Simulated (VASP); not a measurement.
# Te2Mo in VASP: single point with PBE+D3(BJ)

Aim: the single point of Te2Mo with PBE+D3(BJ).

Program: VASP 6.6.1. These are calculated values, not measurements. Logs are shortened: lines on timing, memory, paths and dates and some standing lists are left out, and cuts for length are marked.

### 1 The cell of the first run

The cell holds a slab with vacuum, 6 atoms: a = 3.504 Å, b = 3.504 Å, c = 24.768 Å, α = 90.00°, β = 90.00°, γ = 120.00°.

### 2 Single point, PBE+D3(BJ)

Input file INCAR:

```
SYSTEM = Te2Mo
PREC = Accurate
ENCUT = 520
EDIFF = 1E-6
ISMEAR = 0
SIGMA = 0.05
LREAL = .False.
LASPH = .True.
NELM = 100
ALGO = Normal
ISIF = 2
LWAVE = .False.
LCHARG = .True.
LDIPOL = .True.
IDIPOL = 3
DIPOL = 0.5 0.5 0.399
GGA = PE
IVDW = 12
LELF = .True.
LVHAR = .True.
LVACPOTAV = .True.
NBANDS = 35
```

Input file KPOINTS:

```
Automatic mesh
0
Gamma
  9 9 1
  0 0 0
```

Input file POSCAR:

```
Te2Mo
1.0
    3.5038816881      0.0000000000      0.0000000000
   -1.7519408440      3.0344505538      0.0000000000
    0.0000000000      0.0000000000     24.7677198395
Te Mo
4 2
Direct
    0.3333333333      0.6666666667      0.1816881017
    0.3333333333      0.6666666667      0.3284056818
    0.6666666667      1.3333333333      0.4689111470
    0.6666666667      1.3333333333      0.6156287272
    0.6666666667      0.3333333333      0.2550468917
    1.0000000000      1.0000000000      0.5422699371
```

Potentials or basis: VASP PAW PBE potentials, release 64 (Te, Mo_sv).

Started as:

```bash
cat potpaw_PBE.64/Te/POTCAR potpaw_PBE.64/Mo_sv/POTCAR > POTCAR
mpirun -np 1 vasp_std > vasp.out
```

OUTCAR:

```text
SYSTEM = Te2Mo
   PREC = Accurate
   ENCUT = 520
   EDIFF = 1E-6
   ISMEAR = 0
   LREAL = .False.
   LASPH = .True.
   NELM = 100
   ISIF = 2
   GGA = PE
   IVDW = 12
 IVDW          = 12

 ion  position               nearest neighbor table
   1  0.333  0.667  0.182-   5 2.72   5 2.72   5 2.72   2 3.63
   2  0.333  0.667  0.328-   5 2.72   5 2.72   5 2.72   1 3.63
   3  0.667  0.333  0.469-   6 2.72   6 2.72   6 2.72   4 3.63
   4  0.667  0.333  0.616-   6 2.72   6 2.72   6 2.72   3 3.63
   5  0.667  0.333  0.255-   1 2.72   1 2.72   1 2.72   2 2.72   2 2.72   2 2.72
   6  0.000  0.000  0.542-   4 2.72   3 2.72   4 2.72   3 2.72   4 2.72   3 2.72

  LATTYP: Found a hexagonal cell.
 ALAT       =     3.5038816881
 C/A-ratio  =     7.0686518679

  Lattice vectors:

 A1 = (   3.5038816881,   0.0000000000,   0.0000000000)
 A2 = (  -1.7519408440,   3.0344505538,   0.0000000000)
 A3 = (   0.0000000000,   0.0000000000,  24.7677198395)

Analysis of symmetry for initial positions (statically):
=====================================================================
 Subroutine PRICEL returns:
 Original cell was already a primitive cell.

 Routine SETGRP: Setting up the symmetry group for a
 hexagonal supercell.

 Subroutine GETGRP returns: Found  6 space group operations
 (whereof  6 operations were pure point group operations)
 out of a pool of 24 trial point group operations.

The static configuration has the point symmetry C_3v.

Analysis of symmetry for dynamics (positions and initial velocities):
=====================================================================
 Subroutine PRICEL returns:
 Original cell was already a primitive cell.

 Routine SETGRP: Setting up the symmetry group for a
 hexagonal supercell.

 Subroutine GETGRP returns: Found  6 space group operations
 (whereof  6 operations were pure point group operations)
 out of a pool of 24 trial point group operations.

The dynamic configuration has the point symmetry C_3v.

 Subroutine INISYM returns: Found  6 space group operations
 (whereof  6 operations are pure point group operations),
 and found     1 'primitive' translations

----------------------------------------------------------------------------------------

                                     Primitive cell

  volume of cell :     263.3392

  direct lattice vectors                    reciprocal lattice vectors
     3.503881688  0.000000000  0.000000000     0.285397764  0.164774476  0.000000000
    -1.751940844  3.034450554  0.000000000     0.000000000  0.329548952  0.000000000
     0.000000000  0.000000000 24.767719839     0.000000000  0.000000000  0.040375134

  length of vectors
     3.503881688  3.503881688 24.767719839     0.329548952  0.329548952  0.040375134

  position of ions in fractional coordinates (direct lattice)
     0.333333333  0.666666667  0.181688102
     0.333333333  0.666666667  0.328405682
     0.666666667  0.333333333  0.468911147
     0.666666667  0.333333333  0.615628727
     0.666666667  0.333333333  0.255046892
     0.000000000  0.000000000  0.542269937

  ion indices of the primitive-cell ions
   primitive index   ion index
                 1           1
                 2           2
                 3           3
                 4           4
                 5           5
                 6           6

----------------------------------------------------------------------------------------

 KPOINTS: Automatic mesh

Automatic generation of k-mesh.
 Grid dimensions read from file:
 generate k-points for:    9    9    1

 Generating k-lattice:

  Cartesian coordinates                     Fractional coordinates (reciprocal lattice)
     0.031710863  0.018308275  0.000000000     0.111111111  0.000000000  0.000000000
     0.000000000  0.036616550  0.000000000     0.000000000  0.111111111  0.000000000
     0.000000000  0.000000000  0.040375134     0.000000000  0.000000000  1.000000000

  Length of vectors
     0.036616550  0.036616550  0.040375134

  Shift w.r.t. Gamma in fractional coordinates (k-lattice)
     0.000000000  0.000000000  0.000000000

 Subroutine IBZKPT returns following result:
 ===========================================

 Found     12 irreducible k-points:

 Following reciprocal coordinates:
            Coordinates               Weight
  0.000000  0.000000  0.000000      1.000000
  0.111111  0.000000  0.000000      6.000000
  0.222222 -0.000000  0.000000      6.000000
  0.333333  0.000000  0.000000      6.000000
  0.444444 -0.000000  0.000000      6.000000
  0.111111  0.111111  0.000000      6.000000
  0.222222  0.111111  0.000000     12.000000
  0.333333  0.111111  0.000000     12.000000
  0.444444  0.111111  0.000000      6.000000
  0.222222  0.222222  0.000000      6.000000
  0.333333  0.222222  0.000000     12.000000
  0.333333  0.333333  0.000000      2.000000
   k-points           NKPTS =     12   k-points in BZ     NKDIM =     12   number of bands    NBANDS=     35
   number of dos      NEDOS =    301   number of ions     NIONS =      6
   total plane-waves  NPLWV = 150528
   dimension x,y,z NGX =    28 NGY =   28 NGZ =  192
   dimension x,y,z NGXF=    56 NGYF=   56 NGZF=  384
   ions per type =               4   2
   NGX,Y,Z   is equivalent  to a cutoff of  13.28, 13.28, 12.89 a.u.
   NGXF,Y,Z  is equivalent  to a cutoff of  26.57, 26.57, 25.77 a.u.
 SYSTEM =  Te2Mo
   PREC   = accura    normal or accurate (medium, high low for compatibility)
   ISTART =      0    job   : 0-new  1-cont  2-samecut
   ICHARG =      2    charge: 1-file 2-atom 10-const
   ISPIN  =      1    spin polarized calculation?
   LNONCOLLINEAR =      F non collinear calculations
   LSORBIT =      F    spin-orbit coupling
   LASPH  =      T    aspherical Exc in radial PAW
   ENCUT  =  520.0 eV  38.22 Ry    6.18 a.u.   6.51  6.51 46.05*2*pi/ulx,y,z
   NELM   =    100;   NELMIN=  2; NELMDL= -5     # of ELM steps
   EDIFF  = 0.1E-05   stopping-criterion for ELM
   LREAL  =      F    real-space projection
   EDIFFG = 0.1E-04   stopping-criterion for IOM
   NSW    =      0    number of steps for IOM
   IBRION =     -1    ionic relax: 0-MD 1-quasi-New 2-CG
   NFREE  =      0    steps in history (QN), initial steepest desc. (CG)
   ISIF   =      2    stress and relaxation
   ISYM   =      2    0-nonsym 1-usesym 2-fastsym
   POTIM  = 0.5000    time-step for ionic-motion
   TEBEG  =    0.0;   TEEND  =   0.0 temperature during run
   PSTRESS=    0.0 pullay stress
   NELECT =      52.0000    total number of electrons
   NUPDOWN=      -1.0000    fix difference up-down
   EMIN   =  10.00;   EMAX   =-10.00  energy-range for DOS
   EFERMI =   0.00;   METHOD = LEGACY
   ISMEAR =     0;   SIGMA  =   0.05  broadening in eV -4-tet -1-fermi 0-gaus
   EFERMI_NEDOS =   21; number of points for ismear=-14 and -15
   IALGO  =     38    algorithm
   IMIX   =      4    mixing-type and parameters
     AMIX     =   0.40;   BMIX     =  1.00
     AMIX_MAG =   1.60;   BMIX_MAG =  1.00
  volume/ion in A,a.u.               =      43.89       296.18
  Fermi-wavevector in a.u.,A,eV,Ry     =   0.953317  1.801508 12.365161  0.908814
  Thomas-Fermi vector in A             =   2.081961
   LORBIT       =      0    0 simple, 1 ext, 2 COOP (PROOUT), +10 PAW based schemes
   GGA     = PE    functional components
   LHFCALC =     F    Hartree Fock is set to
   AEXX    =    0.0000 exact exchange contribution
   IVDW    =    12    specifies the selected vdW correction
   LEPSILON=     F    determine dielectric tensor
   LRPA    =     F    only Hartree local field effects (RPA)
 non-spin polarized calculation
 Gauss-broadening in eV      SIGMA  =   0.05
  energy-cutoff  :      520.00
  volume of cell :      263.34
 maximum number of plane-waves:      7173
 NGX is ok and might be reduce to    28
   NGX = 13   NGY = 13   NGZ = 93

 dipolmoment           0.000000      0.000000     -0.000000 electrons x Angstroem

 number of electron      51.9999997 magnetization

 dipolmoment           0.000000      0.000000      0.003423 electrons x Angstroem

 Free energy of the ion-electron system (eV)
  ---------------------------------------------------
  ext. energy  EPLUGINS =         0.00000000
  ---------------------------------------------------
  free energy    TOTEN  =       -35.99739544 eV

  energy without entropy =      -35.99739544  energy(sigma->0) =      -35.99739544

 E-fermi :   2.8264     XC(G=0):  -6.3970

 val. band max:        2.4967820342   @ k =   0.3333   0.3333   0.0000
 cond. band min:       3.5827893529   @ k =   0.2222   0.2222   0.0000
 fundamental gap:      1.0860073187
 Fermi energy:         2.8263934708

 k-point     1 :       0.0000    0.0000    0.0000
  band No.  band energies     occupation
      1     -58.2116      2.00000
      2     -58.1600      2.00000
      3     -32.3897      2.00000
      4     -32.3362      2.00000
      5     -32.2442      2.00000
      6     -32.2442      2.00000
[... 27 lines left out ...]
     34       5.9887      0.00000
     35       6.6548      0.00000

 k-point     2 :       0.1111    0.0000    0.0000
  band No.  band energies     occupation
      1     -58.2104      2.00000
      2     -58.1588      2.00000
      3     -32.3862      2.00000
      4     -32.3327      2.00000
      5     -32.2602      2.00000
      6     -32.2479      2.00000
[... 27 lines left out ...]
     34       5.8607      0.00000
     35       6.8947      0.00000

 k-point     3 :       0.2222   -0.0000    0.0000
  band No.  band energies     occupation
      1     -58.2074      2.00000
      2     -58.1557      2.00000
      3     -32.3774      2.00000
      4     -32.3239      2.00000
      5     -32.3003      2.00000
      6     -32.2573      2.00000
[... 27 lines left out ...]
     34       6.1044      0.00000
     35       7.4456      0.00000
[... 267 lines left out ...]
 k-point    11 :       0.3333    0.2222    0.0000
  band No.  band energies     occupation
      1     -58.2006      2.00000
      2     -58.1490      2.00000
      3     -32.3590      2.00000
      4     -32.3579      2.00000
      5     -32.3084      2.00000
      6     -32.3070      2.00000
[... 27 lines left out ...]
     34       6.4022      0.00000
     35       7.1823      0.00000

 k-point    12 :       0.3333    0.3333    0.0000
  band No.  band energies     occupation
      1     -58.2000      2.00000
      2     -58.1484      2.00000
      3     -32.3561      2.00000
      4     -32.3463      2.00000
      5     -32.3295      2.00000
      6     -32.3026      2.00000
[... 27 lines left out ...]
     34       6.5454      0.00000
     35       7.1240      0.00000

------------------------ aborting loop because EDIFF is reached ----------------------------------------

 Edisp (eV)   -2.78912

 E8    (eV) :    -1.3196

  FORCE on cell =-STRESS in cart. coord.  units (eV):
  Direction    XX          YY          ZZ          XY          YZ          ZX
  --------------------------------------------------------------------------------------
  -------------------------------------------------------------------------------------
  Total      -0.15008    -0.15008    -0.49246    -0.00000     0.00000     0.00000
  in kB      -0.91311    -0.91311    -2.99615    -0.00000     0.00000     0.00000
  external pressure =       -1.61 kB  Pullay stress =        0.00 kB

 VOLUME and BASIS-vectors are now :
 -----------------------------------------------------------------------------
  energy-cutoff  :      520.00
  volume of cell :      263.34
      direct lattice vectors                 reciprocal lattice vectors
     3.503881688  0.000000000  0.000000000     0.285397764  0.164774476  0.000000000
    -1.751940844  3.034450554  0.000000000     0.000000000  0.329548952  0.000000000
     0.000000000  0.000000000 24.767719839     0.000000000  0.000000000  0.040375134

 POSITION                                       TOTAL-FORCE (eV/Angst)
 -----------------------------------------------------------------------------------
     -0.00000      2.02297      4.50000         0.000000     -0.000000      0.011633
     -0.00000      2.02297      8.13386        -0.000000     -0.000000      0.090830
      1.75194      1.01148     11.61386        -0.000000     -0.000000     -0.066053
      1.75194      1.01148     15.24772         0.000000     -0.000000      0.006202
      1.75194      1.01148      6.31693         0.000000      0.000000     -0.002662
      0.00000      0.00000     13.43079        -0.000000     -0.000000     -0.039950
 -----------------------------------------------------------------------------------
    total drift:                               -0.000001      0.000000      0.000180

  FREE ENERGIE OF THE ION-ELECTRON SYSTEM (eV)
  ---------------------------------------------------
  free  energy   TOTEN  =       -38.7865109454 eV

  energy  without entropy=      -38.7865109454  energy(sigma->0) =      -38.78651095

 vacuum level on the upper side and lower side of the slab         7.336         7.278
```

Wall time 5.3 min (1 thread of AMD EPYC 7R13, shared host); peak memory 0.39 GiB.

What came out:

```
Free energy                : -38.7865 eV
Largest force              : 0.091 eV/Å
Band gap on the k mesh     : 1.09 eV, indirect (least direct gap 1.13 eV)
Dispersion energy per atom : -0.465 eV
```

Forces on the atoms (eV/Å):
```
Te   0.000  0.000  0.012
Te   0.000  0.000  0.091
Te   0.000  0.000 -0.066
Te   0.000  0.000  0.006
Mo   0.000  0.000 -0.003
Mo   0.000  0.000 -0.040
```

Caveat: spin-orbit coupling is left out, which moves the levels of the heavy elements.
